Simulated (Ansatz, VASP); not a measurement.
# One calculation of SiNi2, two programs

```
Si Ni
1.0
     3.81044    0.00000    0.00000
    -1.90522    3.29993    0.00000
     0.00000    0.00000    4.91699
Si Ni
2 4
Direct
  0.33333 0.66667 0.75000
  0.66667 0.33333 0.25000
  0.00000 0.00000 0.00000
  0.00000 0.00000 0.50000
  0.33333 0.66667 0.25000
  0.66667 0.33333 0.75000
```

Change from the starting cell: strain -0.015 along x and y, +0.000 along z, atoms carried along.

Alike in both runs: task single point; functional PBEsol; k mesh 12 × 12 × 10; occupations gaussian, width 0.15 eV; no spin polarisation.

|  | VASP | Ansatz |
| --- | --- | --- |
| version | VASP 6.6.1 | Ansatz 0.2.0 |
| potentials or method | VASP PAW PBE potentials, release 64 (Si, Ni), cutoff 520 eV | scalar-relativistic, plane waves, PAW |
| valence electrons in the cell | 48 | 80 |

```tsv
	VASP	Ansatz	Ansatz less VASP
gap on the k mesh at the Fermi level (eV)	none	none	-
pressure (GPa)	8.3	7.9	-0.39
traceless stress, the component that is largest in VASP (GPa)	-4.01	-3.84	+0.169
```

VASP's potentials were made for PBE, not for PBEsol. A gap of «none» marks a metal or a gap that the smearing closes. VASP's potentials hold 48 valence electrons a cell and Ansatz's 80, so a difference there can come from the potentials and not from the codes.
